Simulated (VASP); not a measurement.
# Ti (P6_3/mmc) in VASP: single point with PBE

Aim: the single point of Ti with PBE.

Program: VASP 6.6.1. These are calculated values, not measurements. Logs are shortened: lines on timing, memory, paths and dates and some standing lists are left out, and cuts for length are marked.

## 1. The cell of the first run

It takes space group P6_3/mmc (No. 194, hexagonal). The conventional cell has a = 2.950 Å, b = 2.950 Å, c = 4.686 Å, α = 90.00°, β = 90.00°, γ = 120.00°. Ti (site symmetry -6m2) has 12 Ti at 2.90 to 2.95 Å within 3.8 Å.

## 2. Single point, PBE

Input file INCAR:

```
SYSTEM = Ti
ALGO = Fast
EDIFF = 1E-6
ENCUT = 520
GGA = PE
ISIF = 2
ISMEAR = 0
LASPH = .TRUE.
LCHARG = .FALSE.
LREAL = .FALSE.
LWAVE = .FALSE.
NBANDS = 19
NELM = 80
PREC = Accurate
SIGMA = 0.15
```

Input file KPOINTS:

```
k-points
0
G
  24 24 14
  0 0 0
```

Input file POSCAR:

```
Ti
1.0
    2.9499978604      0.0000000000      0.0000000000
   -1.4749989302      2.5547730882      0.0000000000
    0.0000000000      0.0000000000      4.6860000000
Ti
2
Direct
    0.3333333333      0.6666666667      0.2500000000
    0.6666666667      0.3333333333      0.7500000000
```

Potentials or basis: VASP PAW PBE potentials, release 64 (Ti_sv).

Started as:

```bash
$ cat potpaw_PBE.64/Ti_sv/POTCAR > POTCAR
$ mpirun -np 1 vasp_std > vasp.out
```

OUTCAR:

```text
SYSTEM = Ti
   EDIFF = 1E-6
   ENCUT = 520
   GGA = PE
   ISIF = 2
   ISMEAR = 0
   LASPH = .TRUE.
   LREAL = .FALSE.
   NELM = 80
   PREC = Accurate

 ion  position               nearest neighbor table
   1  0.333  0.667  0.250-   2 2.90   2 2.90   2 2.90   2 2.90   2 2.90   2 2.90
   2  0.667  0.333  0.750-   1 2.90   1 2.90   1 2.90   1 2.90   1 2.90   1 2.90

  LATTYP: Found a hexagonal cell.
 ALAT       =     2.9499978604
 C/A-ratio  =     1.5884757284

  Lattice vectors:

 A1 = (   2.9499978604,   0.0000000000,   0.0000000000)
 A2 = (  -1.4749989302,   2.5547730882,   0.0000000000)
 A3 = (   0.0000000000,   0.0000000000,   4.6860000000)

Analysis of symmetry for initial positions (statically):
=====================================================================
 Subroutine PRICEL returns:
 Original cell was already a primitive cell.

 Routine SETGRP: Setting up the symmetry group for a
 hexagonal supercell.

 Subroutine GETGRP returns: Found 24 space group operations
 (whereof 12 operations were pure point group operations)
 out of a pool of 24 trial point group operations.

The static configuration has the point symmetry D_3d.
 The point group associated with its full space group is D_6h.

Analysis of symmetry for dynamics (positions and initial velocities):
=====================================================================
 Subroutine PRICEL returns:
 Original cell was already a primitive cell.

 Routine SETGRP: Setting up the symmetry group for a
 hexagonal supercell.

 Subroutine GETGRP returns: Found 24 space group operations
 (whereof 12 operations were pure point group operations)
 out of a pool of 24 trial point group operations.

The dynamic configuration has the point symmetry D_3d.
 The point group associated with its full space group is D_6h.

 Subroutine INISYM returns: Found 24 space group operations
 (whereof 12 operations are pure point group operations),
 and found     1 'primitive' translations

----------------------------------------------------------------------------------------

                                     Primitive cell

  volume of cell :      35.3164

  direct lattice vectors                    reciprocal lattice vectors
     2.949997860  0.000000000  0.000000000     0.338983297  0.195712098  0.000000000
    -1.474998930  2.554773088  0.000000000     0.000000000  0.391424195  0.000000000
     0.000000000  0.000000000  4.686000000     0.000000000  0.000000000  0.213401622

[... 82 lines left out ...]
   NELM   =     80;   NELMIN=  2; NELMDL= -5     # of ELM steps
   EDIFF  = 0.1E-05   stopping-criterion for ELM
   LREAL  =      F    real-space projection
   EDIFFG = 0.1E-04   stopping-criterion for IOM
   NSW    =      0    number of steps for IOM
   IBRION =     -1    ionic relax: 0-MD 1-quasi-New 2-CG
   NFREE  =      0    steps in history (QN), initial steepest desc. (CG)
   ISIF   =      2    stress and relaxation
   ISYM   =      2    0-nonsym 1-usesym 2-fastsym
   POTIM  = 0.5000    time-step for ionic-motion
   TEBEG  =    0.0;   TEEND  =   0.0 temperature during run
   PSTRESS=    0.0 pullay stress
   NELECT =      24.0000    total number of electrons
   NUPDOWN=      -1.0000    fix difference up-down
   EMIN   =  10.00;   EMAX   =-10.00  energy-range for DOS
   EFERMI =   0.00;   METHOD = LEGACY
   ISMEAR =     0;   SIGMA  =   0.15  broadening in eV -4-tet -1-fermi 0-gaus
   EFERMI_NEDOS =   21; number of points for ismear=-14 and -15
   IALGO  =     68    algorithm
   IMIX   =      4    mixing-type and parameters
     AMIX     =   0.40;   BMIX     =  1.00
     AMIX_MAG =   1.60;   BMIX_MAG =  1.00
  volume/ion in A,a.u.               =      17.66       119.16
  Fermi-wavevector in a.u.,A,eV,Ry     =   1.439306  2.719894 28.185854  2.071602
  Thomas-Fermi vector in A             =   2.558176
   LORBIT       =      0    0 simple, 1 ext, 2 COOP (PROOUT), +10 PAW based schemes
   GGA     = PE    functional components
   LHFCALC =     F    Hartree Fock is set to
   AEXX    =    0.0000 exact exchange contribution
   IVDW    =     0    specifies the selected vdW correction
   LEPSILON=     F    determine dielectric tensor
   LRPA    =     F    only Hartree local field effects (RPA)
 non-spin polarized calculation
 RMM-DIIS sequential band-by-band and
 Gauss-broadening in eV      SIGMA  =   0.15
  energy-cutoff  :      520.00
  volume of cell :       35.32
 maximum number of plane-waves:       982
 NGX is ok and might be reduce to    24
   NGX = 11   NGY = 11   NGZ = 17

 number of electron      24.0000001 magnetization

 Free energy of the ion-electron system (eV)
  ---------------------------------------------------
  ext. energy  EPLUGINS =         0.00000000
  ---------------------------------------------------
  free energy    TOTEN  =       -15.67994292 eV

  energy without entropy =      -15.65610968  energy(sigma->0) =      -15.66802630

 E-fermi :   8.1611     XC(G=0): -11.4200

 val. band max:        8.1601390901   @ k =   0.3750   0.2083   0.2857
 cond. band min:       8.1640844314   @ k =   0.3750   0.2500   0.3571
 fundamental gap:      0.0039453413
 Fermi energy:         8.1610501373

 k-point     1 :       0.0000    0.0000    0.0000
  band No.  band energies     occupation
      1     -48.7259      2.00000
      2     -48.5995      2.00000
      3     -25.2926      2.00000
      4     -24.6826      2.00000
      5     -24.6826      2.00000
      6     -24.6258      2.00000
[... 505 lines left out ...]
      6     -24.8215      2.00000
[... 11 lines left out ...]
     18      11.6365      0.00000
     19      12.3656      0.00000

 [... further k-points ...]

------------------------ aborting loop because EDIFF is reached ----------------------------------------

  FORCE on cell =-STRESS in cart. coord.  units (eV):
  Direction    XX          YY          ZZ          XY          YZ          ZX
  --------------------------------------------------------------------------------------
  -------------------------------------------------------------------------------------
  Total       -0.4629946     -0.4629946     -0.5614298      0.0000000      0.0000000      0.0000000
  in kB      -21.0043944    -21.0043944    -25.4700438      0.0000000      0.0000000      0.0000000
  external PRESSURE =     -22.4929442 kB  Pullay stress =       0.0000000 kB

 VOLUME and BASIS-vectors are now :
 -----------------------------------------------------------------------------
  energy-cutoff  :      520.00
  volume of cell :       35.32
      direct lattice vectors                 reciprocal lattice vectors
     2.949997860  0.000000000  0.000000000     0.338983297  0.195712098  0.000000000
    -1.474998930  2.554773088  0.000000000     0.000000000  0.391424195  0.000000000
     0.000000000  0.000000000  4.686000000     0.000000000  0.000000000  0.213401622

 POSITION                                       TOTAL-FORCE (eV/Angst)
 -----------------------------------------------------------------------------------
     -0.00000      1.70318      1.17150        -0.000000      0.000000      0.000000
      1.47500      0.85159      3.51450         0.000000     -0.000000      0.000000
 -----------------------------------------------------------------------------------
    total drift:                               -0.000000      0.000000     -0.000000

  FREE ENERGIE OF THE ION-ELECTRON SYSTEM (eV)
  ---------------------------------------------------
  free  energy   TOTEN  =       -15.6799429246 eV

  energy  without entropy=      -15.6561096844  energy(sigma->0) =      -15.66802630
```

It took 9.5 min on 1 thread of Intel Xeon Platinum 8259CL at 2.50GHz (Skylake/Cascade Lake), shared host; peak memory 0.37 GiB.

What came out:

- Free energy: -15.6799 eV
- Pressure: -2.2 GPa
- Band gap on the k mesh: zero (bands 12 and 13 overlap by 1.13 eV)
